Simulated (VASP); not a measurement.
# MgB2 (P-1) in VASP: single point with LDA

Aim: the single point of MgB2 with LDA.

Program: VASP 6.6.1. These are calculated values, not measurements. Logs are shortened: lines on timing, memory, paths and dates and some standing lists are left out, and cuts for length are marked.

## Step 1: The cell of the first run

The typed cell holds 3 atoms: a = 3.086 Å, b = 3.125 Å, c = 3.524 Å, α = 90.62°, β = 91.71°, γ = 121.27°.

## Step 2: Single point, LDA (equal xy, yz and zx shear strains of -3 %)

The input, INCAR:

```
SYSTEM = MgB2
PREC = Accurate
ENCUT = 520
EDIFF = 1E-6
ISMEAR = -1
SIGMA = 0.05
LREAL = .FALSE.
LASPH = .TRUE.
NELM = 100
ALGO = Normal
ISIF = 2
LWAVE = .FALSE.
LCHARG = .TRUE.
GGA = CA
LELF = .TRUE.
LVHAR = .TRUE.
NBANDS = 11
```

The input, KPOINTS:

```
Automatic mesh
0
G
  12 12 9
  0 0 0
```

The input, POSCAR:

```
MgB2
1.0
    3.0850007055     -0.0462750106     -0.0462750106
   -1.5825756875      2.6948264870     -0.0169378294
   -0.0528450000     -0.0528450000      3.5230000000
Mg B
1 2
Direct
    0.0000000000      0.0000000000      0.0000000000
    0.3333333333      0.6666666667      0.5000000000
    0.6666666667      0.3333333333      0.5000000000
```

Potentials or basis: VASP PAW LDA potentials, release 64 (Mg, B).

Launch:

```console
cat potpaw_LDA.64/Mg/POTCAR potpaw_LDA.64/B/POTCAR > POTCAR
mpirun -np 1 vasp_std > vasp.out
```

OUTCAR:

```text
SYSTEM = MgB2
   PREC = Accurate
   ENCUT = 520
   EDIFF = 1E-6
   ISMEAR = -1
   LREAL = .FALSE.
   LASPH = .TRUE.
   NELM = 100
   ISIF = 2
   GGA = CA

 ion  position               nearest neighbor table
   1  0.000  0.000  0.000-   3 2.44   2 2.44   3 2.47   2 2.47   2 2.51   3 2.51   2 2.54   3 2.54
                             2 2.54   3 2.54   3 2.54   2 2.54
   2  0.333  0.667  0.500-   3 1.76   3 1.78   3 1.80   1 2.44   1 2.47   1 2.51   1 2.54   1 2.54
                             1 2.54
   3  0.667  0.333  0.500-   2 1.76   2 1.78   2 1.80   1 2.44   1 2.47   1 2.51   1 2.54   1 2.54
                             1 2.54

  LATTYP: Found a triclinic cell.
 ALAT       =     3.0456693387
 B/A-ratio  =     1.0131417463
 C/A-ratio  =     1.1569846211
 COS(alpha) =     0.0297616073
 COS(beta)  =     0.0411893908
 COS(gamma) =     0.4804578458

  Lattice vectors:

 A1 = (   1.5024250180,   2.6485514764,  -0.0632128400)
 A2 = (   3.0850007055,  -0.0462750106,  -0.0462750106)
 A3 = (   0.0528450000,   0.0528450000,  -3.5230000000)

Analysis of symmetry for initial positions (statically):
=====================================================================
 Subroutine PRICEL returns:
 Original cell was already a primitive cell.

 Routine SETGRP: Setting up the symmetry group for a
 triclinic supercell.

 Subroutine GETGRP returns: Found  2 space group operations
 (whereof  2 operations were pure point group operations)
 out of a pool of  2 trial point group operations.

The static configuration has the point symmetry S_2 .

Analysis of symmetry for dynamics (positions and initial velocities):
=====================================================================
 Subroutine PRICEL returns:
 Original cell was already a primitive cell.

 Routine SETGRP: Setting up the symmetry group for a
 triclinic supercell.

 Subroutine GETGRP returns: Found  2 space group operations
 (whereof  2 operations were pure point group operations)
 out of a pool of  2 trial point group operations.

The dynamic configuration has the point symmetry S_2 .

 Subroutine INISYM returns: Found  2 space group operations
 (whereof  2 operations are pure point group operations),
 and found     1 'primitive' translations

----------------------------------------------------------------------------------------

                                     Primitive cell

  volume of cell :      29.0173

  direct lattice vectors                    reciprocal lattice vectors
     3.085000706 -0.046275011 -0.046275011     0.327148456  0.192171606  0.007789801
    -1.582575688  2.694826487 -0.016937829     0.005702530  0.374466141  0.005702530
    -0.052845000 -0.052845000  3.523000000     0.004324549  0.004324549  0.283978729

  length of vectors
     3.085694753  3.125207592  3.523792586     0.379495348  0.374552971  0.284044577

  position of ions in fractional coordinates (direct lattice)
     0.000000000  0.000000000  0.000000000
     0.333333333  0.666666667  0.500000000
     0.666666667  0.333333333  0.500000000

  ion indices of the primitive-cell ions
   primitive index   ion index
                 1           1
                 2           2
                 3           3

----------------------------------------------------------------------------------------

 KPOINTS: Automatic mesh

Automatic generation of k-mesh.
 Grid dimensions read from file:
 generate k-points for:   12   12    9

 Generating k-lattice:

  Cartesian coordinates                     Fractional coordinates (reciprocal lattice)
     0.027262371  0.016014301  0.000649150     0.083333333 -0.000000000  0.000000000
     0.000475211  0.031205512  0.000475211     0.000000000  0.083333333  0.000000000
     0.000480505  0.000480505  0.031553192     0.000000000  0.000000000  0.111111111

  Length of vectors
     0.031624612  0.031212748  0.031560509

  Shift w.r.t. Gamma in fractional coordinates (k-lattice)
     0.000000000  0.000000000  0.000000000

 Subroutine IBZKPT returns following result:
 ===========================================

 Found    650 irreducible k-points:

 Following reciprocal coordinates:
            Coordinates               Weight
  0.000000  0.000000  0.000000      1.000000
  0.083333 -0.000000  0.000000      2.000000
  0.166667 -0.000000  0.000000      2.000000
  0.250000  0.000000  0.000000      2.000000
  0.333333 -0.000000  0.000000      2.000000
  0.416667 -0.000000  0.000000      2.000000
[... 16 lines left out ...]
  0.250000  0.166667  0.000000      2.000000
  0.333333  0.166667  0.000000      2.000000
 [... further k-points ...]
   k-points           NKPTS =    650   k-points in BZ     NKDIM =    650   number of bands    NBANDS=     11
   number of dos      NEDOS =    301   number of ions     NIONS =      3
   total plane-waves  NPLWV =  16128
   dimension x,y,z NGX =    24 NGY =   24 NGZ =   28
   dimension x,y,z NGXF=    48 NGYF=   48 NGZF=   56
   ions per type =               1   2
   NGX,Y,Z   is equivalent  to a cutoff of  12.93, 12.77, 13.21 a.u.
   NGXF,Y,Z  is equivalent  to a cutoff of  25.86, 25.53, 26.42 a.u.
 SYSTEM =  MgB2
   PREC   = accura    normal or accurate (medium, high low for compatibility)
   ISTART =      0    job   : 0-new  1-cont  2-samecut
   ICHARG =      2    charge: 1-file 2-atom 10-const
   ISPIN  =      1    spin polarized calculation?
   LNONCOLLINEAR =      F non collinear calculations
   LSORBIT =      F    spin-orbit coupling
   LASPH  =      T    aspherical Exc in radial PAW
   ENCUT  =  520.0 eV  38.22 Ry    6.18 a.u.   5.74  5.81  6.55*2*pi/ulx,y,z
   NELM   =    100;   NELMIN=  2; NELMDL= -5     # of ELM steps
   EDIFF  = 0.1E-05   stopping-criterion for ELM
   LREAL  =      F    real-space projection
   EDIFFG = 0.1E-04   stopping-criterion for IOM
   NSW    =      0    number of steps for IOM
   IBRION =     -1    ionic relax: 0-MD 1-quasi-New 2-CG
   NFREE  =      0    steps in history (QN), initial steepest desc. (CG)
   ISIF   =      2    stress and relaxation
   ISYM   =      2    0-nonsym 1-usesym 2-fastsym
   POTIM  = 0.5000    time-step for ionic-motion
   TEBEG  =    0.0;   TEEND  =   0.0 temperature during run
   PSTRESS=    0.0 pullay stress
   NELECT =       8.0000    total number of electrons
   NUPDOWN=      -1.0000    fix difference up-down
   EMIN   =  10.00;   EMAX   =-10.00  energy-range for DOS
   EFERMI =   0.00;   METHOD = LEGACY
   ISMEAR =    -1;   SIGMA  =   0.05  broadening in eV -4-tet -1-fermi 0-gaus
   EFERMI_NEDOS =   21; number of points for ismear=-14 and -15
   IALGO  =     38    algorithm
   IMIX   =      4    mixing-type and parameters
     AMIX     =   0.40;   BMIX     =  1.00
     AMIX_MAG =   1.60;   BMIX_MAG =  1.00
  volume/ion in A,a.u.               =       9.67        65.27
  Fermi-wavevector in a.u.,A,eV,Ry     =   1.065497  2.013498 15.446478  1.135284
  Thomas-Fermi vector in A             =   2.201051
   LORBIT       =      0    0 simple, 1 ext, 2 COOP (PROOUT), +10 PAW based schemes
   GGA     = CA    functional components
   LHFCALC =     F    Hartree Fock is set to
   AEXX    =    0.0000 exact exchange contribution
   IVDW    =     0    specifies the selected vdW correction
   LEPSILON=     F    determine dielectric tensor
   LRPA    =     F    only Hartree local field effects (RPA)
 non-spin polarized calculation
  energy-cutoff  :      520.00
  volume of cell :       29.02
 maximum number of plane-waves:       795
   NGX = 11   NGY = 11   NGZ = 13

 number of electron       8.0000000 magnetization

 Free energy of the ion-electron system (eV)
  ---------------------------------------------------
  ext. energy  EPLUGINS =         0.00000000
  ---------------------------------------------------
  free energy    TOTEN  =       -17.22510776 eV

  energy without entropy =      -17.21990300  energy(sigma->0) =      -17.22250538

 E-fermi :   5.1843     XC(G=0): -11.0969

 val. band max:        5.1813404195   @ k =   0.2500   0.5000   0.0000
 cond. band min:       5.1846360486   @ k =   0.4167   0.0833   0.3333
 fundamental gap:      0.0032956292
 Fermi energy:         5.1843327177

 k-point     1 :       0.0000    0.0000    0.0000
  band No.  band energies     occupation
      1      -7.0771      2.00000
      2       2.2905      2.00000
      3       5.4735      0.00614
      4       5.6532      0.00017
      5       6.8801      0.00000
      6      11.2226      0.00000
      7      11.6584      0.00000
      8      13.5574      0.00000
      9      14.9488      0.00000
     10      17.7637      0.00000
     11      20.8602      0.00000

 k-point     2 :       0.0833   -0.0000    0.0000
  band No.  band energies     occupation
      1      -6.9538      2.00000
      2       2.4094      2.00000
      3       5.0607      1.84427
      4       5.1995      0.84965
      5       6.9936      0.00000
      6      11.3079      0.00000
      7      11.8724      0.00000
      8      13.8415      0.00000
      9      14.5673      0.00000
     10      18.4408      0.00000
     11      20.5114      0.00000

 k-point     3 :       0.1667   -0.0000    0.0000
  band No.  band energies     occupation
      1      -6.5854      2.00000
      2       2.7635      2.00000
      3       3.7153      2.00000
      4       4.5230      2.00000
      5       7.3330      0.00000
      6      10.7890      0.00000
      7      13.2159      0.00000
      8      13.4503      0.00000
      9      14.4811      0.00000
     10      19.5666      0.00000
     11      20.0368      0.00000
[... 267 lines left out ...]
 k-point    23 :       0.2500    0.1667    0.0000
  band No.  band energies     occupation
      1      -4.7732      2.00000
      2       0.4048      2.00000
      3       1.8055      2.00000
      4       4.4650      2.00000
      5       9.1337      0.00000
      6       9.9823      0.00000
      7      11.5333      0.00000
      8      13.1644      0.00000
      9      15.8309      0.00000
     10      16.2180      0.00000
     11      17.9045      0.00000

 k-point    24 :       0.3333    0.1667    0.0000
  band No.  band energies     occupation
      1      -3.7219      2.00000
      2      -1.0633      2.00000
      3       1.3356      2.00000
      4       5.3557      0.06293
      5       8.6781      0.00000
      6      10.0063      0.00000
      7      11.1544      0.00000
      8      13.0200      0.00000
      9      15.1895      0.00000
     10      16.9178      0.00000
     11      17.9514      0.00000

 [... further k-points ...]
[... 5 lines left out ...]
  --------------------------------------------------------------------------------------
  -------------------------------------------------------------------------------------
  Total       -1.4931329     -1.5230806     -1.2374448      1.0636684      0.4073764      0.4033945
  in kB      -82.4425481    -84.0960951    -68.3248669     58.7298929     22.4930740     22.2732146
  external PRESSURE =     -78.2878367 kB  Pullay stress =       0.0000000 kB

 VOLUME and BASIS-vectors are now :
 -----------------------------------------------------------------------------
  energy-cutoff  :      520.00
  volume of cell :       29.02
      direct lattice vectors                 reciprocal lattice vectors
     3.085000706 -0.046275011 -0.046275011     0.327148456  0.192171606  0.007789801
    -1.582575688  2.694826487 -0.016937829     0.005702530  0.374466141  0.005702530
    -0.052845000 -0.052845000  3.523000000     0.004324549  0.004324549  0.283978729

 POSITION                                       TOTAL-FORCE (eV/Angst)
 -----------------------------------------------------------------------------------
      0.00000      0.00000      0.00000        -0.000000     -0.000000      0.000000
     -0.05314      1.75470      1.73478         0.059009     -0.002327     -0.011677
      1.50272      0.84100      1.72500        -0.059009      0.002327      0.011677
 -----------------------------------------------------------------------------------
    total drift:                                0.000000     -0.000000      0.000000

  FREE ENERGIE OF THE ION-ELECTRON SYSTEM (eV)
  ---------------------------------------------------
  free  energy   TOTEN  =       -17.2251077624 eV

  energy  without entropy=      -17.2199030028  energy(sigma->0) =      -17.22250538
```

It took 84 s on 1 thread of AMD EPYC 9R45 (Zen 5), shared host; peak memory 0.28 GiB.

What came out:

```
Free energy            : -17.2251 eV
Pressure               : -7.8 GPa
Largest force          : 0.060 eV/Å
Band gap on the k mesh : zero (band 4 reaches 6.91 eV, above the bottom of band 5 at 3.38 eV)
```

Forces in eV/Å, atoms in the order of the input:
```
Mg   0.000  0.000  0.000
B    0.059 -0.002 -0.012
B   -0.059  0.002  0.012
```

Caveat: the cell differs from its parent crystal (equal xy, yz and zx shear strains of -3 %).
